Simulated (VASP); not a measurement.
# MgF2 (P4_2/mnm) in VASP: further runs

The runs below take MgF2 through electric field gradients, with LDA.

Program: VASP 6.6.1. These are calculated values, not measurements. Logs are shortened: lines on timing, memory, paths and dates and some standing lists are left out, and cuts for length are marked.

## 1. The cell of the first run

The structure is tetragonal, space group P4_2/mnm (No. 136). The conventional cell has a = 4.621 Å, b = 4.621 Å, c = 3.016 Å, α = 90.00°, β = 90.00°, γ = 90.00°. Mg (site symmetry mmm) has 6 F at 1.98 Å within 2.6 Å. F (site symmetry m2m) has 3 Mg at 1.98 Å and 1 F at 2.58 Å within 2.6 Å.

## 2. Electric field gradients, LDA

INCAR

```
PREC     = Accurate       # precision mode
ENCUT    = 520            # plane-wave cutoff, eV
EDIFF    = 1E-8           # SCF threshold, eV
ISMEAR   = -1             # smearing method
SIGMA    = 0.02           # smearing width, eV
LREAL    = F              # projectors in reciprocal space
LASPH    = T              # aspherical terms in the spheres
NELM     = 120            # most SCF steps
ALGO     = Normal         # electronic algorithm
ISIF     = 2              # what is computed and relaxed
LWAVE    = F              # write WAVECAR
LCHARG   = F              # write CHGCAR
GGA      = CA             # functional
LEFG     = T            
NBANDS   = 25             # bands
GGA_COMPAT= F
```

KPOINTS

```
regular mesh
0
Gamma
  5 5 7
```

POSCAR

```
MgF2
1.0
    4.6213000000      0.0000000000      0.0000000000
    0.0000000000      4.6213000000      0.0000000000
    0.0000000000      0.0000000000      3.0159000000
Mg F
2 4
Direct
    0.0000000000      0.0000000000      0.0000000000
    0.5000000000      0.5000000000      0.5000000000
    0.3028000000      0.3028000000      0.0000000000
    0.1972000000      0.8028000000      0.5000000000
    0.6972000000      0.6972000000      0.0000000000
    0.8028000000      0.1972000000      0.5000000000
```

Potentials or basis: VASP PAW LDA potentials, release 64 (Mg, F).

On the command line:

```sh
$ cat potpaw_LDA.64/Mg/POTCAR potpaw_LDA.64/F/POTCAR > POTCAR
$ mpirun -np 1 vasp_std > vasp.out
```

OUTCAR:

```text
PREC = Accurate
   ENCUT = 520
   EDIFF = 1E-8
   ISMEAR = -1
   LREAL = F
   LASPH = T
   NELM = 120
   ISIF = 2
   GGA = CA

 ion  position               nearest neighbor table
   1  0.000  0.000  0.000-   3 1.98   5 1.98   4 1.98   6 1.98   4 1.98   6 1.98   2 3.60   2 3.60
                             2 3.60   2 3.60   2 3.60   2 3.60   2 3.60   2 3.60
   2  0.500  0.500  0.500-   4 1.98   6 1.98   5 1.98   3 1.98   3 1.98   5 1.98   1 3.60   1 3.60
                             1 3.60   1 3.60   1 3.60   1 3.60   1 3.60   1 3.60
   3  0.303  0.303  0.000-   1 1.98   2 1.98   2 1.98
   4  0.197  0.803  0.500-   2 1.98   1 1.98   1 1.98
   5  0.697  0.697  0.000-   1 1.98   2 1.98   2 1.98
   6  0.803  0.197  0.500-   2 1.98   1 1.98   1 1.98

  LATTYP: Found a simple tetragonal cell.
 ALAT       =     4.6213000000
 C/A-ratio  =     0.6526085733

  Lattice vectors:

 A1 = (   4.6213000000,   0.0000000000,   0.0000000000)
 A2 = (   0.0000000000,   4.6213000000,   0.0000000000)
 A3 = (   0.0000000000,   0.0000000000,   3.0159000000)

Analysis of symmetry for initial positions (statically):
=====================================================================
 Subroutine PRICEL returns:
 Original cell was already a primitive cell.

 Routine SETGRP: Setting up the symmetry group for a
 simple tetragonal supercell.

 Subroutine GETGRP returns: Found 16 space group operations
 (whereof  8 operations were pure point group operations)
 out of a pool of 16 trial point group operations.

The static configuration has the point symmetry D_2h.
 The point group associated with its full space group is D_4h.

Analysis of symmetry for dynamics (positions and initial velocities):
=====================================================================
 Subroutine PRICEL returns:
 Original cell was already a primitive cell.

 Routine SETGRP: Setting up the symmetry group for a
 simple tetragonal supercell.

 Subroutine GETGRP returns: Found 16 space group operations
 (whereof  8 operations were pure point group operations)
 out of a pool of 16 trial point group operations.

The dynamic configuration has the point symmetry D_2h.
 The point group associated with its full space group is D_4h.

 Subroutine INISYM returns: Found 16 space group operations
 (whereof  8 operations are pure point group operations),
 and found     1 'primitive' translations

----------------------------------------------------------------------------------------

                                     Primitive cell

  volume of cell :      64.4088

  direct lattice vectors                    reciprocal lattice vectors
     4.621300000  0.000000000  0.000000000     0.216389328  0.000000000  0.000000000
     0.000000000  4.621300000  0.000000000     0.000000000  0.216389328  0.000000000
     0.000000000  0.000000000  3.015900000     0.000000000  0.000000000  0.331575981

  length of vectors
     4.621300000  4.621300000  3.015900000     0.216389328  0.216389328  0.331575981

  position of ions in fractional coordinates (direct lattice)
     0.000000000  0.000000000  0.000000000
     0.500000000  0.500000000  0.500000000
     0.302800000  0.302800000  0.000000000
     0.197200000  0.802800000  0.500000000
     0.697200000  0.697200000  0.000000000
     0.802800000  0.197200000  0.500000000

  ion indices of the primitive-cell ions
   primitive index   ion index
                 1           1
                 2           2
                 3           3
                 4           4
                 5           5
                 6           6

----------------------------------------------------------------------------------------

 KPOINTS: regular mesh

Automatic generation of k-mesh.
 Grid dimensions read from file:
 generate k-points for:    5    5    7

 Generating k-lattice:

  Cartesian coordinates                     Fractional coordinates (reciprocal lattice)
     0.043277866  0.000000000  0.000000000     0.200000000  0.000000000  0.000000000
     0.000000000  0.043277866  0.000000000     0.000000000  0.200000000  0.000000000
     0.000000000  0.000000000  0.047367997     0.000000000  0.000000000  0.142857143

  Length of vectors
     0.043277866  0.043277866  0.047367997

  Shift w.r.t. Gamma in fractional coordinates (k-lattice)
     0.000000000  0.000000000  0.000000000

 Subroutine IBZKPT returns following result:
 ===========================================

 Found     24 irreducible k-points:

 Following reciprocal coordinates:
            Coordinates               Weight
  0.000000  0.000000  0.000000      1.000000
  0.200000  0.000000  0.000000      4.000000
  0.400000  0.000000  0.000000      4.000000
  0.200000  0.200000  0.000000      4.000000
  0.400000  0.200000  0.000000      8.000000
  0.400000  0.400000  0.000000      4.000000
[... 16 lines left out ...]
  0.400000  0.200000  0.428571     16.000000
  0.400000  0.400000  0.428571      8.000000
   k-points           NKPTS =     24   k-points in BZ     NKDIM =     24   number of bands    NBANDS=     25
   number of dos      NEDOS =    301   number of ions     NIONS =      6
   total plane-waves  NPLWV =  31104
   dimension x,y,z NGX =    36 NGY =   36 NGZ =   24
   dimension x,y,z NGXF=    72 NGYF=   72 NGZF=   48
   ions per type =               2   4
   NGX,Y,Z   is equivalent  to a cutoff of  12.95, 12.95, 13.23 a.u.
   NGXF,Y,Z  is equivalent  to a cutoff of  25.90, 25.90, 26.46 a.u.
 SYSTEM =  unknown system
   PREC   = accura    normal or accurate (medium, high low for compatibility)
   ISTART =      0    job   : 0-new  1-cont  2-samecut
   ICHARG =      2    charge: 1-file 2-atom 10-const
   ISPIN  =      1    spin polarized calculation?
   LNONCOLLINEAR =      F non collinear calculations
   LSORBIT =      F    spin-orbit coupling
   LASPH  =      T    aspherical Exc in radial PAW
   ENCUT  =  520.0 eV  38.22 Ry    6.18 a.u.   8.59  8.59  5.61*2*pi/ulx,y,z
   NELM   =    120;   NELMIN=  2; NELMDL= -5     # of ELM steps
   EDIFF  = 0.1E-07   stopping-criterion for ELM
   LREAL  =      F    real-space projection
   EDIFFG = 0.1E-06   stopping-criterion for IOM
   NSW    =      0    number of steps for IOM
   IBRION =     -1    ionic relax: 0-MD 1-quasi-New 2-CG
   NFREE  =      0    steps in history (QN), initial steepest desc. (CG)
   ISIF   =      2    stress and relaxation
   ISYM   =      2    0-nonsym 1-usesym 2-fastsym
   POTIM  = 0.5000    time-step for ionic-motion
   TEBEG  =    0.0;   TEEND  =   0.0 temperature during run
   PSTRESS=    0.0 pullay stress
   NELECT =      32.0000    total number of electrons
   NUPDOWN=      -1.0000    fix difference up-down
   EMIN   =  10.00;   EMAX   =-10.00  energy-range for DOS
   EFERMI =   0.00;   METHOD = LEGACY
   ISMEAR =    -1;   SIGMA  =   0.02  broadening in eV -4-tet -1-fermi 0-gaus
   EFERMI_NEDOS =   21; number of points for ismear=-14 and -15
   IALGO  =     38    algorithm
   IMIX   =      4    mixing-type and parameters
     AMIX     =   0.40;   BMIX     =  1.00
     AMIX_MAG =   1.60;   BMIX_MAG =  1.00
  volume/ion in A,a.u.               =      10.73        72.44
  Fermi-wavevector in a.u.,A,eV,Ry     =   1.296611  2.450240 22.874119  1.681200
  Thomas-Fermi vector in A             =   2.428056
   LORBIT       =      0    0 simple, 1 ext, 2 COOP (PROOUT), +10 PAW based schemes
   GGA     = CA    functional components
   LHFCALC =     F    Hartree Fock is set to
   AEXX    =    0.0000 exact exchange contribution
   IVDW    =     0    specifies the selected vdW correction
   LEPSILON=     F    determine dielectric tensor
   LRPA    =     F    only Hartree local field effects (RPA)
 non-spin polarized calculation
  energy-cutoff  :      520.00
  volume of cell :       64.41
 maximum number of plane-waves:      1749
 NGX is ok and might be reduce to    36
   NGX = 17   NGY = 17   NGZ = 11

 number of electron      32.0000021 magnetization

 Free energy of the ion-electron system (eV)
  ---------------------------------------------------
  ext. energy  EPLUGINS =         0.00000000
  ---------------------------------------------------
  free energy    TOTEN  =       -35.04214014 eV

  energy without entropy =      -35.04214014  energy(sigma->0) =      -35.04214014

 E-fermi :  -1.0527     XC(G=0): -10.5335

 val. band max:       -1.5086757321   @ k =   0.0000   0.0000   0.0000
 cond. band min:       5.3531734928   @ k =   0.0000   0.0000   0.0000
 fundamental gap:      6.8618492249
 Fermi energy:        -1.0526805098

 k-point     1 :       0.0000    0.0000    0.0000
  band No.  band energies     occupation
      1     -21.9487      2.00000
      2     -21.0749      2.00000
      3     -21.0749      2.00000
      4     -20.9666      2.00000
      5      -5.7670      2.00000
      6      -4.1656      2.00000
[... 17 lines left out ...]
     24      16.6317      0.00000
     25      16.6317      0.00000

 k-point     2 :       0.2000    0.0000    0.0000
  band No.  band energies     occupation
      1     -21.8801      2.00000
      2     -21.2018      2.00000
      3     -21.0553      2.00000
      4     -20.9393      2.00000
      5      -5.6156      2.00000
      6      -4.1716      2.00000
[... 17 lines left out ...]
     24      16.2758      0.00000
     25      16.7156      0.00000
[... 586 lines left out ...]
     24      14.4617      0.00000
     25      15.1601      0.00000

 k-point    24 :       0.4000    0.4000    0.4286
  band No.  band energies     occupation
      1     -21.2491      2.00000
      2     -21.2223      2.00000
      3     -21.0326      2.00000
      4     -21.0289      2.00000
      5      -5.3543      2.00000
      6      -5.2955      2.00000
[... 17 lines left out ...]
     24      13.9339      0.00000
     25      15.6735      0.00000

------------------------ aborting loop because EDIFF is reached ----------------------------------------

  FORCE on cell =-STRESS in cart. coord.  units (eV):
  Direction    XX          YY          ZZ          XY          YZ          ZX
  --------------------------------------------------------------------------------------
  -------------------------------------------------------------------------------------
  Total       -2.1524503     -2.1524503     -1.5357500     -0.0000000      0.0000000      0.0000000
  in kB      -53.5424760    -53.5424760    -38.2019766     -0.0000000      0.0000000      0.0000000
  external PRESSURE =     -48.4289762 kB  Pullay stress =       0.0000000 kB

 VOLUME and BASIS-vectors are now :
 -----------------------------------------------------------------------------
  energy-cutoff  :      520.00
  volume of cell :       64.41
      direct lattice vectors                 reciprocal lattice vectors
     4.621300000  0.000000000  0.000000000     0.216389328  0.000000000  0.000000000
     0.000000000  4.621300000  0.000000000     0.000000000  0.216389328  0.000000000
     0.000000000  0.000000000  3.015900000     0.000000000  0.000000000  0.331575981

 POSITION                                       TOTAL-FORCE (eV/Angst)
 -----------------------------------------------------------------------------------
      0.00000      0.00000      0.00000        -0.000000      0.000000     -0.000000
      2.31065      2.31065      1.50795        -0.000000      0.000000     -0.000000
      1.39933      1.39933      0.00000         0.013982      0.013982      0.000000
      0.91132      3.70998      1.50795        -0.013982      0.013982     -0.000000
      3.22197      3.22197      0.00000        -0.013982     -0.013982     -0.000000
      3.70998      0.91132      1.50795         0.013982     -0.013982     -0.000000
 -----------------------------------------------------------------------------------
    total drift:                                0.000000      0.000000      0.000000

  FREE ENERGIE OF THE ION-ELECTRON SYSTEM (eV)
  ---------------------------------------------------
  free  energy   TOTEN  =       -35.0421401447 eV

  energy  without entropy=      -35.0421401447  energy(sigma->0) =      -35.04214014

 Electric field gradients (V/A^2)
---------------------------------------------------------------------
 ion       V_xx      V_yy      V_zz      V_xy      V_xz      V_yz
---------------------------------------------------------------------
   1       2.773     2.773    -5.547    -3.101     0.000    -0.000
   2       2.773     2.773    -5.547     3.101     0.000     0.000
   3      -7.630    -7.630    15.261    40.961    -0.000    -0.000
   4      -7.630    -7.630    15.261   -40.961     0.000    -0.000
   5      -7.630    -7.630    15.261    40.961     0.000     0.000
   6      -7.630    -7.630    15.261   -40.961     0.000     0.000
---------------------------------------------------------------------

 Electric field gradients after diagonalization (V/A^2)
 (convention: |V_zz| > |V_xx| > |V_yy|)
----------------------------------------------------------------------
 ion       V_xx      V_yy      V_zz     asymmetry (V_yy - V_xx)/ V_zz
----------------------------------------------------------------------
   1      -5.547    -0.328     5.874       0.888
   2      -5.547    -0.328     5.874       0.888
   3      33.331    15.261   -48.592       0.372
   4      33.331    15.261   -48.592       0.372
   5      33.331    15.261   -48.592       0.372
   6      33.331    15.261   -48.592       0.372
----------------------------------------------------------------------

           NMR quadrupolar parameters

 Cq : quadrupolar parameter    Cq=e*Q*V_zz/h
 eta: asymmetry parameters     (V_yy - V_xx)/ V_zz
 Q  : nuclear electric quadrupole moment in mb (millibarn)
----------------------------------------------------------------------
 ion       Cq(MHz)       eta       Q (mb)
----------------------------------------------------------------------
   1       0.014       0.888       1.000
   2       0.014       0.888       1.000
   3      -0.117       0.372       1.000
   4      -0.117       0.372       1.000
   5      -0.117       0.372       1.000
   6      -0.117       0.372       1.000
----------------------------------------------------------------------
```

It took 16 s on 1 thread of AMD EPYC 9R45 (Zen 5), shared host; peak memory 0.14 GiB.

What came out:

```yaml
Free_energy: -35.0421 eV
Pressure: -4.8 GPa
Largest_force: 0.020 eV/Å
Band_gap_on_the_k_mesh: 6.86 eV, direct
```

Forces on the atoms (eV/Å):
```
Mg   0.000  0.000  0.000
Mg   0.000  0.000  0.000
F    0.014  0.014  0.000
F   -0.014  0.014  0.000
F   -0.014 -0.014  0.000
F    0.014 -0.014  0.000
```

Stress tensor (GPa, compression positive):
```
-5.35  0.00  0.00
 0.00 -5.35  0.00
 0.00  0.00 -3.82
```

Levels at points of the mesh, in eV from the valence-band top:
```tsv
k point	band 12	band 13	band 14	band 15	band 16	band 17	band 18	band 19	band 20	band 21
(0.00, 0.00, 0.00)	-1.25	-0.74	-0.34	-0.34	0.00	6.86	11.94	11.94	13.44	14.09
```

Electric field gradients, principal values (V/Å²):
| atom | least | middle | greatest (by size) |
| --- | --- | --- | --- |
| 1 Mg | -0.328 | -5.547 | 5.874 |
| 2 Mg | -0.328 | -5.547 | 5.874 |
| 3 F | 15.261 | 33.331 | -48.592 |
| 4 F | 15.261 | 33.331 | -48.592 |
| 5 F | 15.261 | 33.331 | -48.592 |
| 6 F | 15.261 | 33.331 | -48.592 |

Caveat: without QUAD_EFG the Cq values of the log hold for a quadrupole moment of 1 mb, not for the nuclei. A k mesh can miss the band edges.

[end of part 1 of 2]
